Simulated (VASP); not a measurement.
# GaP (I-4m2) in VASP: a series of runs

Runs on GaP. Level: LDA. Tasks: single point.

All numbers are computed with VASP 6.6.1; they aren't measurements. Logs are shortened: lines on timing, memory, paths and dates and some standing lists are left out, and cuts for length are marked.

### Step 1. The cell of the first run

It takes space group I-4m2 (No. 119, tetragonal). Conventional cell: a = 3.854 Å, b = 3.854 Å, c = 5.287 Å, α = 90.00°, β = 90.00°, γ = 90.00°. Within 3.1 Å of Ga (site symmetry -4m2) lie 4 P at 2.34 Å. Within 3.1 Å of P (site symmetry -4m2) lie 4 Ga at 2.34 Å.

### Step 2. Single point, LDA (strain -0.0300 x Voigt [0, 1, 0, 0, 0, 0])

The input, INCAR:

```
SYSTEM = GaP
  ALGO = Normal
  EDIFF = 1E-6
  ENCUT = 520
  GGA = CA
  ISIF = 2
  ISMEAR = 0
  LASPH = .TRUE.
  LCHARG = .FALSE.
  LREAL = .FALSE.
  LWAVE = .FALSE.
  NBANDS = 16
  NELM = 60
  PREC = Accurate
  SIGMA = 0.05
```

The input, KPOINTS:

```
k-points
0
G
  8 8 8
  0 0 0
```

The input, POSCAR:

```
GaP
1.0
    0.0000000000      2.6434925000      2.7252500000
    2.7252500000      0.0000000000      2.7252500000
    2.7252500000      2.6434925000      0.0000000000
Ga P
1 1
Direct
    0.0000000000      0.0000000000      0.0000000000
    0.7500000000      0.7500000000      0.7500000000
```

Potentials or basis: VASP PAW LDA potentials, release 64 (Ga_d, P).

Started as:

```
$ cat potpaw_LDA.64/Ga_d/POTCAR potpaw_LDA.64/P/POTCAR > POTCAR
$ mpirun -np 1 vasp_std > vasp.out
```

OUTCAR:

```text
SYSTEM = GaP
   EDIFF = 1E-6
   ENCUT = 520
   GGA = CA
   ISIF = 2
   ISMEAR = 0
   LASPH = .TRUE.
   LREAL = .FALSE.
   NELM = 60
   PREC = Accurate

 ion  position               nearest neighbor table
   1  0.000  0.000  0.000-   2 2.34   2 2.34   2 2.34   2 2.34
   2  0.750  0.750  0.750-   1 2.34   1 2.34   1 2.34   1 2.34

  LATTYP: Found a body centered tetragonal cell.
 ALAT       =     3.8540855109
 C/A-ratio  =     1.3717871555

  Lattice vectors:

 A1 = (   0.0000000000,  -2.6434925000,   2.7252500000)
 A2 = (   0.0000000000,  -2.6434925000,  -2.7252500000)
 A3 = (   2.7252500000,   2.6434925000,   0.0000000000)

Analysis of symmetry for initial positions (statically):
=====================================================================
 Subroutine PRICEL returns:
 Original cell was already a primitive cell.

 Routine SETGRP: Setting up the symmetry group for a
 body centered tetragonal supercell.

 Subroutine GETGRP returns: Found  8 space group operations
 (whereof  8 operations were pure point group operations)
 out of a pool of 16 trial point group operations.

The static configuration has the point symmetry D_2d.

Analysis of symmetry for dynamics (positions and initial velocities):
=====================================================================
 Subroutine PRICEL returns:
 Original cell was already a primitive cell.

 Routine SETGRP: Setting up the symmetry group for a
 body centered tetragonal supercell.

 Subroutine GETGRP returns: Found  8 space group operations
 (whereof  8 operations were pure point group operations)
 out of a pool of 16 trial point group operations.

The dynamic configuration has the point symmetry D_2d.

 Subroutine INISYM returns: Found  8 space group operations
 (whereof  8 operations are pure point group operations),
 and found     1 'primitive' translations

----------------------------------------------------------------------------------------

                                     Primitive cell

  volume of cell :      39.2664

  direct lattice vectors                    reciprocal lattice vectors
     0.000000000  2.643492500  2.725250000    -0.183469406  0.189143718  0.183469406
     2.725250000  0.000000000  2.725250000     0.183469406 -0.189143718  0.183469406
     2.725250000  2.643492500  0.000000000     0.183469406  0.189143718 -0.183469406

  length of vectors
     3.796714390  3.854085511  3.796714390     0.321087826  0.321087826  0.321087826

  position of ions in fractional coordinates (direct lattice)
     0.000000000  0.000000000  0.000000000
     0.750000000  0.750000000  0.750000000

  ion indices of the primitive-cell ions
   primitive index   ion index
                 1           1
                 2           2

----------------------------------------------------------------------------------------

 KPOINTS: k-points

Automatic generation of k-mesh.
 Grid dimensions read from file:
 generate k-points for:    8    8    8

 Generating k-lattice:

  Cartesian coordinates                     Fractional coordinates (reciprocal lattice)
    -0.022933676  0.023642965  0.022933676     0.125000000  0.000000000  0.000000000
     0.022933676 -0.023642965  0.022933676     0.000000000  0.125000000  0.000000000
     0.022933676  0.023642965 -0.022933676     0.000000000  0.000000000  0.125000000

  Length of vectors
     0.040135978  0.040135978  0.040135978

  Shift w.r.t. Gamma in fractional coordinates (k-lattice)
     0.000000000  0.000000000  0.000000000

 Subroutine IBZKPT returns following result:
 ===========================================

 Found     59 irreducible k-points:

 Following reciprocal coordinates:
            Coordinates               Weight
  0.000000  0.000000  0.000000      1.000000
  0.125000  0.000000  0.000000      8.000000
  0.250000  0.000000  0.000000      8.000000
  0.375000  0.000000  0.000000      8.000000
  0.500000  0.000000  0.000000      4.000000
  0.125000  0.125000  0.000000      4.000000
[... 16 lines left out ...]
  0.250000  0.000000  0.125000      8.000000
  0.375000  0.000000  0.125000      8.000000
 [... further k-points ...]
   k-points           NKPTS =     59   k-points in BZ     NKDIM =     59   number of bands    NBANDS=     16
   number of dos      NEDOS =    301   number of ions     NIONS =      2
   total plane-waves  NPLWV =  23520
   dimension x,y,z NGX =    28 NGY =   30 NGZ =   28
   dimension x,y,z NGXF=    56 NGYF=   60 NGZF=   56
   ions per type =               1   1
   NGX,Y,Z   is equivalent  to a cutoff of  12.26, 12.94, 12.26 a.u.
   NGXF,Y,Z  is equivalent  to a cutoff of  24.52, 25.88, 24.52 a.u.
 SYSTEM =  GaP
   PREC   = accura    normal or accurate (medium, high low for compatibility)
   ISTART =      0    job   : 0-new  1-cont  2-samecut
   ICHARG =      2    charge: 1-file 2-atom 10-const
   ISPIN  =      1    spin polarized calculation?
   LNONCOLLINEAR =      F non collinear calculations
   LSORBIT =      F    spin-orbit coupling
   LASPH  =      T    aspherical Exc in radial PAW
   ENCUT  =  520.0 eV  38.22 Ry    6.18 a.u.   7.06  7.17  7.06*2*pi/ulx,y,z
   NELM   =     60;   NELMIN=  2; NELMDL= -5     # of ELM steps
   EDIFF  = 0.1E-05   stopping-criterion for ELM
   LREAL  =      F    real-space projection
   EDIFFG = 0.1E-04   stopping-criterion for IOM
   NSW    =      0    number of steps for IOM
   IBRION =     -1    ionic relax: 0-MD 1-quasi-New 2-CG
   NFREE  =      0    steps in history (QN), initial steepest desc. (CG)
   ISIF   =      2    stress and relaxation
   ISYM   =      2    0-nonsym 1-usesym 2-fastsym
   POTIM  = 0.5000    time-step for ionic-motion
   TEBEG  =    0.0;   TEEND  =   0.0 temperature during run
   PSTRESS=    0.0 pullay stress
   NELECT =      18.0000    total number of electrons
   NUPDOWN=      -1.0000    fix difference up-down
   EMIN   =  10.00;   EMAX   =-10.00  energy-range for DOS
   EFERMI =   0.00;   METHOD = LEGACY
   ISMEAR =     0;   SIGMA  =   0.05  broadening in eV -4-tet -1-fermi 0-gaus
   EFERMI_NEDOS =   21; number of points for ismear=-14 and -15
   IALGO  =     38    algorithm
   IMIX   =      4    mixing-type and parameters
     AMIX     =   0.40;   BMIX     =  1.00
     AMIX_MAG =   1.60;   BMIX_MAG =  1.00
  volume/ion in A,a.u.               =      19.63       132.49
  Fermi-wavevector in a.u.,A,eV,Ry     =   1.262289  2.385380 21.679157  1.593373
  Thomas-Fermi vector in A             =   2.395705
   LORBIT       =      0    0 simple, 1 ext, 2 COOP (PROOUT), +10 PAW based schemes
   GGA     = CA    functional components
   LHFCALC =     F    Hartree Fock is set to
   AEXX    =    0.0000 exact exchange contribution
   IVDW    =     0    specifies the selected vdW correction
   LEPSILON=     F    determine dielectric tensor
   LRPA    =     F    only Hartree local field effects (RPA)
 non-spin polarized calculation
 Gauss-broadening in eV      SIGMA  =   0.05
  energy-cutoff  :      520.00
  volume of cell :       39.27
 maximum number of plane-waves:      1078
   NGX = 15   NGY = 15   NGZ = 15

 number of electron      17.9999995 magnetization

 Free energy of the ion-electron system (eV)
  ---------------------------------------------------
  ext. energy  EPLUGINS =         0.00000000
  ---------------------------------------------------
  free energy    TOTEN  =       -10.44507728 eV

  energy without entropy =      -10.44507728  energy(sigma->0) =      -10.44507728

 E-fermi :   5.1621     XC(G=0): -10.3013

 val. band max:        4.9356045369   @ k =   0.0000   0.0000   0.0000
 cond. band min:       6.0835038511   @ k =   0.3750   0.0000   0.3750
 fundamental gap:      1.1478993142
 Fermi energy:         5.1621085063

 k-point     1 :       0.0000    0.0000    0.0000
  band No.  band energies     occupation
      1      -9.9405      2.00000
      2      -9.9405      2.00000
      3      -9.9320      2.00000
      4      -9.8322      2.00000
      5      -9.8289      2.00000
      6      -7.9165      2.00000
[... 8 lines left out ...]
     15      14.3846      0.00000
     16      14.9263      0.00000

 k-point     2 :       0.1250    0.0000    0.0000
  band No.  band energies     occupation
      1      -9.9526      2.00000
      2      -9.9353      2.00000
      3      -9.9294      2.00000
      4      -9.8326      2.00000
      5      -9.8286      2.00000
      6      -7.7060      2.00000
[... 8 lines left out ...]
     15      14.1252      0.00000
     16      14.4372      0.00000

 k-point     3 :       0.2500    0.0000    0.0000
  band No.  band energies     occupation
      1      -9.9836      2.00000
      2      -9.9244      2.00000
      3      -9.9191      2.00000
      4      -9.8320      2.00000
      5      -9.8263      2.00000
      6      -7.1074      2.00000
[... 8 lines left out ...]
     15      13.8130      0.00000
     16      14.6470      0.00000

 k-point     4 :       0.3750    0.0000    0.0000
  band No.  band energies     occupation
      1     -10.0120      2.00000
      2      -9.9162      2.00000
      3      -9.9109      2.00000
      4      -9.8289      2.00000
      5      -9.8211      2.00000
      6      -6.2620      2.00000
[... 8 lines left out ...]
     15      15.0487      0.00000
     16      15.0952      0.00000
[... 324 lines left out ...]
 k-point    22 :       0.1250    0.0000    0.1250
  band No.  band energies     occupation
      1      -9.9568      2.00000
      2      -9.9304      2.00000
      3      -9.9304      2.00000
      4      -9.8376      2.00000
      5      -9.8250      2.00000
      6      -7.6260      2.00000
[... 8 lines left out ...]
     15      14.6474      0.00000
     16      14.8757      0.00000

 k-point    23 :       0.2500    0.0000    0.1250
  band No.  band energies     occupation
      1      -9.9838      2.00000
      2      -9.9194      2.00000
      3      -9.9187      2.00000
      4      -9.8418      2.00000
      5      -9.8210      2.00000
      6      -7.1470      2.00000
[... 8 lines left out ...]
     15      14.7437      0.00000
     16      15.8700      0.00000

 k-point    24 :       0.3750    0.0000    0.1250
  band No.  band energies     occupation
      1     -10.0101      2.00000
      2      -9.9104      2.00000
      3      -9.9093      2.00000
      4      -9.8408      2.00000
      5      -9.8169      2.00000
      6      -6.3612      2.00000
[... 8 lines left out ...]
     15      15.6651      0.00000
     16      15.8138      0.00000

 [... further k-points ...]

------------------------ aborting loop because EDIFF is reached ----------------------------------------

  FORCE on cell =-STRESS in cart. coord.  units (eV):
  Direction    XX          YY          ZZ          XY          YZ          ZX
  --------------------------------------------------------------------------------------
  -------------------------------------------------------------------------------------
  Total       -0.2220292      0.3302516     -0.2220292      0.0000000     -0.0000000      0.0000000
  in kB       -9.0594105     13.4751847     -9.0594105      0.0000000     -0.0000000      0.0000000
  external PRESSURE =      -1.5478787 kB  Pullay stress =       0.0000000 kB

 VOLUME and BASIS-vectors are now :
 -----------------------------------------------------------------------------
  energy-cutoff  :      520.00
  volume of cell :       39.27
      direct lattice vectors                 reciprocal lattice vectors
     0.000000000  2.643492500  2.725250000    -0.183469406  0.189143718  0.183469406
     2.725250000  0.000000000  2.725250000     0.183469406 -0.189143718  0.183469406
     2.725250000  2.643492500  0.000000000     0.183469406  0.189143718 -0.183469406

 POSITION                                       TOTAL-FORCE (eV/Angst)
 -----------------------------------------------------------------------------------
      0.00000      0.00000      0.00000         0.000000      0.000000      0.000000
      4.08788      3.96524      4.08788        -0.000000     -0.000000     -0.000000
 -----------------------------------------------------------------------------------
    total drift:                                0.000003      0.000001      0.000003

  FREE ENERGIE OF THE ION-ELECTRON SYSTEM (eV)
  ---------------------------------------------------
  free  energy   TOTEN  =       -10.4450772766 eV

  energy  without entropy=      -10.4450772766  energy(sigma->0) =      -10.44507728
```

Run time: 13 s. Hardware: 1 thread of Intel Xeon 6975P-C (Granite Rapids), shared host; peak memory 0.16 GiB.

What came out:

```
Free energy            : -10.4451 eV
Pressure               : -0.2 GPa
Band gap on the k mesh : 1.15 eV, indirect (least direct gap 1.77 eV)
```

Stress tensor (GPa, compression positive):
```
-0.91  0.00  0.00
 0.00  1.35  0.00
 0.00  0.00 -0.91
```

Caveat: the cell differs from its parent crystal (strain -0.0300 x Voigt [0, 1, 0, 0, 0, 0]). A k mesh can miss the band edges.

(Part 1 of 2 ends here.)
